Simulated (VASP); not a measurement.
# ZnCu (Pm-3m) in VASP: a series of runs

Aim: see how the results for ZnCu move with the level of theory and the settings. Levels: LDA, PBEsol. Tasks: single point.

All numbers are computed with VASP 6.6.1; they aren't measurements. Logs are shortened: lines on timing, memory, paths and dates and some standing lists are left out, and cuts for length are marked.

## (1) The cell of the first run

Symmetry: Pm-3m, No. 221, cubic system. Conventional cell: a = 2.905 Å, b = 2.905 Å, c = 2.905 Å, α = 90.00°, β = 90.00°, γ = 90.00°. Within 3.3 Å of Zn (site symmetry m-3m) lie 8 Cu at 2.52 Å and 6 Zn at 2.91 Å. Cu (site symmetry m-3m) has 8 Zn at 2.52 Å and 6 Cu at 2.91 Å within 3.3 Å.

## (2) Single point, LDA

File INCAR:

```
ALGO     = Normal         # electronic algorithm
EDIFF    = 1E-6           # SCF threshold, eV
ENCUT    = 820            # plane-wave cutoff, eV
GGA_COMPAT= False        
ISIF     = 2              # what is computed and relaxed
ISMEAR   = -1             # smearing method
LASPH    = True           # aspherical terms in the spheres
LCHARG   = False          # write CHGCAR
LREAL    = False          # projectors in reciprocal space
LWAVE    = False          # write WAVECAR
NBANDS   = 22             # bands
NELM     = 120            # most SCF steps
PREC     = Accurate       # precision mode
SIGMA    = 0.05           # smearing width, eV
```

File KPOINTS:

```
k-points
0
Gamma
  9 9 9
```

File POSCAR:

```
ZnCu
1.0
    2.9051978236      0.0000000000      0.0000000000
    0.0000000000      2.9051978236      0.0000000000
    0.0000000000      0.0000000000      2.9051978236
Zn Cu
1 1
Direct
    0.5000000000      0.5000000000      0.5000000000
    0.0000000000      0.0000000000      0.0000000000
```

Potentials or basis: VASP PAW LDA potentials, release 64 (Zn, Cu_sv_GW).

Started as:

```bash
cat potpaw_LDA.64/Zn/POTCAR potpaw_LDA.64/Cu_sv_GW/POTCAR > POTCAR
mpirun -np 1 vasp_std > vasp.out
```

OUTCAR:

```text
EDIFF = 1E-6
   ENCUT = 820
   ISIF = 2
   ISMEAR = -1
   LASPH = True
   LREAL = False
   NELM = 120
   PREC = Accurate

 ion  position               nearest neighbor table
   1  0.500  0.500  0.500-   2 2.52   2 2.52   2 2.52   2 2.52   2 2.52   2 2.52   2 2.52   2 2.52

   2  0.000  0.000  0.000-   1 2.52   1 2.52   1 2.52   1 2.52   1 2.52   1 2.52   1 2.52   1 2.52

  LATTYP: Found a simple cubic cell.
 ALAT       =     2.9051978236

  Lattice vectors:

 A1 = (   2.9051978236,   0.0000000000,   0.0000000000)
 A2 = (   0.0000000000,   2.9051978236,   0.0000000000)
 A3 = (   0.0000000000,   0.0000000000,   2.9051978236)

Analysis of symmetry for initial positions (statically):
=====================================================================
 Subroutine PRICEL returns:
 Original cell was already a primitive cell.

 Routine SETGRP: Setting up the symmetry group for a
 simple cubic supercell.

 Subroutine GETGRP returns: Found 48 space group operations
 (whereof 48 operations were pure point group operations)
 out of a pool of 48 trial point group operations.

The static configuration has the point symmetry O_h .

Analysis of symmetry for dynamics (positions and initial velocities):
=====================================================================
 Subroutine PRICEL returns:
 Original cell was already a primitive cell.

 Routine SETGRP: Setting up the symmetry group for a
 simple cubic supercell.

 Subroutine GETGRP returns: Found 48 space group operations
 (whereof 48 operations were pure point group operations)
 out of a pool of 48 trial point group operations.

The dynamic configuration has the point symmetry O_h .

 Subroutine INISYM returns: Found 48 space group operations
 (whereof 48 operations are pure point group operations),
 and found     1 'primitive' translations

----------------------------------------------------------------------------------------

                                     Primitive cell

  volume of cell :      24.5204

  direct lattice vectors                    reciprocal lattice vectors
     2.905197824  0.000000000  0.000000000     0.344210639  0.000000000  0.000000000
     0.000000000  2.905197824  0.000000000     0.000000000  0.344210639  0.000000000
     0.000000000  0.000000000  2.905197824     0.000000000  0.000000000  0.344210639

  length of vectors
     2.905197824  2.905197824  2.905197824     0.344210639  0.344210639  0.344210639

  position of ions in fractional coordinates (direct lattice)
     0.500000000  0.500000000  0.500000000
     0.000000000  0.000000000  0.000000000

  ion indices of the primitive-cell ions
   primitive index   ion index
                 1           1
                 2           2

----------------------------------------------------------------------------------------

 KPOINTS: k-points

Automatic generation of k-mesh.
 Grid dimensions read from file:
 generate k-points for:    9    9    9

 Generating k-lattice:

  Cartesian coordinates                     Fractional coordinates (reciprocal lattice)
     0.038245627  0.000000000  0.000000000     0.111111111  0.000000000  0.000000000
     0.000000000  0.038245627  0.000000000     0.000000000  0.111111111  0.000000000
     0.000000000  0.000000000  0.038245627     0.000000000  0.000000000  0.111111111

  Length of vectors
     0.038245627  0.038245627  0.038245627

  Shift w.r.t. Gamma in fractional coordinates (k-lattice)
     0.000000000  0.000000000  0.000000000

 Subroutine IBZKPT returns following result:
 ===========================================

 Found     35 irreducible k-points:

 Following reciprocal coordinates:
            Coordinates               Weight
  0.000000  0.000000  0.000000      1.000000
  0.111111  0.000000  0.000000      6.000000
  0.222222  0.000000  0.000000      6.000000
  0.333333  0.000000  0.000000      6.000000
  0.444444  0.000000  0.000000      6.000000
  0.111111  0.111111  0.000000     12.000000
[... 16 lines left out ...]
  0.333333  0.333333  0.111111     24.000000
  0.444444  0.333333  0.111111     48.000000
 [... further k-points ...]
   k-points           NKPTS =     35   k-points in BZ     NKDIM =     35   number of bands    NBANDS=     22
   number of dos      NEDOS =    301   number of ions     NIONS =      2
   total plane-waves  NPLWV =  21952
   dimension x,y,z NGX =    28 NGY =   28 NGZ =   28
   dimension x,y,z NGXF=    56 NGYF=   56 NGZF=   56
   ions per type =               1   1
   NGX,Y,Z   is equivalent  to a cutoff of  16.02, 16.02, 16.02 a.u.
   NGXF,Y,Z  is equivalent  to a cutoff of  32.05, 32.05, 32.05 a.u.
 SYSTEM =  unknown system
   PREC   = accura    normal or accurate (medium, high low for compatibility)
   ISTART =      0    job   : 0-new  1-cont  2-samecut
   ICHARG =      2    charge: 1-file 2-atom 10-const
   ISPIN  =      1    spin polarized calculation?
   LNONCOLLINEAR =      F non collinear calculations
   LSORBIT =      F    spin-orbit coupling
   LASPH  =      T    aspherical Exc in radial PAW
   ENCUT  =  820.0 eV  60.27 Ry    7.76 a.u.   6.78  6.78  6.78*2*pi/ulx,y,z
   NELM   =    120;   NELMIN=  2; NELMDL= -5     # of ELM steps
   EDIFF  = 0.1E-05   stopping-criterion for ELM
   LREAL  =      F    real-space projection
   EDIFFG = 0.1E-04   stopping-criterion for IOM
   NSW    =      0    number of steps for IOM
   IBRION =     -1    ionic relax: 0-MD 1-quasi-New 2-CG
   NFREE  =      0    steps in history (QN), initial steepest desc. (CG)
   ISIF   =      2    stress and relaxation
   ISYM   =      2    0-nonsym 1-usesym 2-fastsym
   POTIM  = 0.5000    time-step for ionic-motion
   TEBEG  =    0.0;   TEEND  =   0.0 temperature during run
   PSTRESS=    0.0 pullay stress
   NELECT =      31.0000    total number of electrons
   NUPDOWN=      -1.0000    fix difference up-down
   EMIN   =  10.00;   EMAX   =-10.00  energy-range for DOS
   EFERMI =   0.00;   METHOD = LEGACY
   ISMEAR =    -1;   SIGMA  =   0.05  broadening in eV -4-tet -1-fermi 0-gaus
   EFERMI_NEDOS =   21; number of points for ismear=-14 and -15
   IALGO  =     38    algorithm
   IMIX   =      4    mixing-type and parameters
     AMIX     =   0.40;   BMIX     =  1.00
     AMIX_MAG =   1.60;   BMIX_MAG =  1.00
  volume/ion in A,a.u.               =      12.26        82.74
  Fermi-wavevector in a.u.,A,eV,Ry     =   1.770189  3.345173 42.634805  3.133570
  Thomas-Fermi vector in A             =   2.837029
   LORBIT       =      0    0 simple, 1 ext, 2 COOP (PROOUT), +10 PAW based schemes
   GGA     = CA    functional components
   LHFCALC =     F    Hartree Fock is set to
   AEXX    =    0.0000 exact exchange contribution
   IVDW    =     0    specifies the selected vdW correction
   LEPSILON=     F    determine dielectric tensor
   LRPA    =     F    only Hartree local field effects (RPA)
 non-spin polarized calculation
  energy-cutoff  :      820.00
  volume of cell :       24.52
 maximum number of plane-waves:      1357
 NGX is ok and might be reduce to    28
   NGX = 13   NGY = 13   NGZ = 13

 number of electron      31.0000015 magnetization

 Free energy of the ion-electron system (eV)
  ---------------------------------------------------
  ext. energy  EPLUGINS =         0.00000000
  ---------------------------------------------------
  free energy    TOTEN  =        -6.91963627 eV

  energy without entropy =       -6.91574086  energy(sigma->0) =       -6.91768857

 E-fermi :   5.7044     XC(G=0): -13.3385

 val. band max:        5.6123887944   @ k =   0.3333   0.3333   0.0000
 cond. band min:       5.8202442263   @ k =   0.4444   0.4444   0.2222
 fundamental gap:      0.2078554319
 Fermi energy:         5.7043702908

 k-point     1 :       0.0000    0.0000    0.0000
  band No.  band energies     occupation
      1    -106.3747      2.00000
      2     -64.3324      2.00000
      3     -64.3324      2.00000
      4     -64.3324      2.00000
      5      -5.0441      2.00000
      6      -2.4129      2.00000
[... 14 lines left out ...]
     21      18.3858      0.00000
     22      29.5931      0.00000

 k-point     2 :       0.1111    0.0000    0.0000
  band No.  band energies     occupation
      1    -106.3744      2.00000
      2     -64.3334      2.00000
      3     -64.3321      2.00000
      4     -64.3321      2.00000
      5      -4.8146      2.00000
      6      -2.3843      2.00000
[... 14 lines left out ...]
     21      20.0325      0.00000
     22      27.5642      0.00000

 k-point     3 :       0.2222    0.0000    0.0000
  band No.  band energies     occupation
      1    -106.3740      2.00000
      2     -64.3369      2.00000
      3     -64.3317      2.00000
      4     -64.3317      2.00000
      5      -4.1481      2.00000
      6      -2.3104      2.00000
[... 14 lines left out ...]
     21      24.0506      0.00000
     22      24.7424      0.00000

 k-point     4 :       0.3333    0.0000    0.0000
  band No.  band energies     occupation
      1    -106.3738      2.00000
      2     -64.3412      2.00000
      3     -64.3313      2.00000
      4     -64.3313      2.00000
      5      -3.1741      2.00000
      6      -2.2236      2.00000
[... 14 lines left out ...]
     21      21.8196      0.00000
     22      21.8196      0.00000

 k-point     5 :       0.4444    0.0000    0.0000
  band No.  band energies     occupation
      1    -106.3736      2.00000
      2     -64.3438      2.00000
      3     -64.3311      2.00000
      4     -64.3311      2.00000
      5      -2.5072      2.00000
      6      -2.1652      2.00000
[... 417 lines left out ...]
 k-point    22 :       0.4444    0.2222    0.1111
  band No.  band energies     occupation
      1    -106.3731      2.00000
      2     -64.3432      2.00000
      3     -64.3359      2.00000
      4     -64.3320      2.00000
      5      -2.3182      2.00000
      6      -2.1670      2.00000
[... 14 lines left out ...]
     21      22.5080      0.00000
     22      23.4843      0.00000

 k-point    23 :       0.3333    0.3333    0.1111
  band No.  band energies     occupation
      1    -106.3731      2.00000
      2     -64.3403      2.00000
      3     -64.3403      2.00000
      4     -64.3320      2.00000
      5      -2.4594      2.00000
      6      -2.1818      2.00000
[... 14 lines left out ...]
     21      20.4072      0.00000
     22      22.2269      0.00000

 k-point    24 :       0.4444    0.3333    0.1111
  band No.  band energies     occupation
      1    -106.3730      2.00000
      2     -64.3429      2.00000
      3     -64.3401      2.00000
      4     -64.3317      2.00000
      5      -2.4780      2.00000
      6      -2.1787      2.00000
[... 14 lines left out ...]
     21      21.2779      0.00000
     22      22.4158      0.00000

 [... further k-points ...]

------------------------ aborting loop because EDIFF is reached ----------------------------------------

  FORCE on cell =-STRESS in cart. coord.  units (eV):
  Direction    XX          YY          ZZ          XY          YZ          ZX
  --------------------------------------------------------------------------------------
  -------------------------------------------------------------------------------------
  Total       -0.8172593     -0.8172593     -0.8172593     -0.0000000     -0.0000000     -0.0000000
  in kB      -53.4002548    -53.4002548    -53.4002548     -0.0000000     -0.0000000     -0.0000000
  external PRESSURE =     -53.4002548 kB  Pullay stress =       0.0000000 kB

 VOLUME and BASIS-vectors are now :
 -----------------------------------------------------------------------------
  energy-cutoff  :      820.00
  volume of cell :       24.52
      direct lattice vectors                 reciprocal lattice vectors
     2.905197824  0.000000000  0.000000000     0.344210639  0.000000000  0.000000000
     0.000000000  2.905197824  0.000000000     0.000000000  0.344210639  0.000000000
     0.000000000  0.000000000  2.905197824     0.000000000  0.000000000  0.344210639

 POSITION                                       TOTAL-FORCE (eV/Angst)
 -----------------------------------------------------------------------------------
      1.45260      1.45260      1.45260         0.000000      0.000000      0.000000
      0.00000      0.00000      0.00000         0.000000      0.000000      0.000000
 -----------------------------------------------------------------------------------
    total drift:                               -0.000000      0.000000      0.000000

  FREE ENERGIE OF THE ION-ELECTRON SYSTEM (eV)
  ---------------------------------------------------
  free  energy   TOTEN  =        -6.9196362728 eV

  energy  without entropy=       -6.9157408580  energy(sigma->0) =       -6.91768857
```

It took 30 s on 1 thread of Intel Xeon Platinum 8175M at 2.50GHz (Skylake/Cascade Lake), shared host; peak memory 0.18 GiB.

What came out:

| Quantity | Value |
| --- | --- |
| Free energy | -6.9196 eV |
| Pressure | -5.3 GPa |
| Band gap on the k mesh | zero (an odd number of electrons rules out a gap without spin polarisation) |

Levels at points of the mesh, in eV from the Fermi level:
| k point | band 13 | band 14 | band 15 | band 16 | band 17 | band 18 |
| --- | --- | --- | --- | --- | --- | --- |
| (0.00, 0.00, 0.00) | -2.88 | -2.88 | -2.88 | 6.23 | 6.23 | 6.23 |

Caveat: the cell stands under tension.

[end of part 1 of 2]

The gap in the log of VASP goes by the Fermi energy; the results here count the filled bands.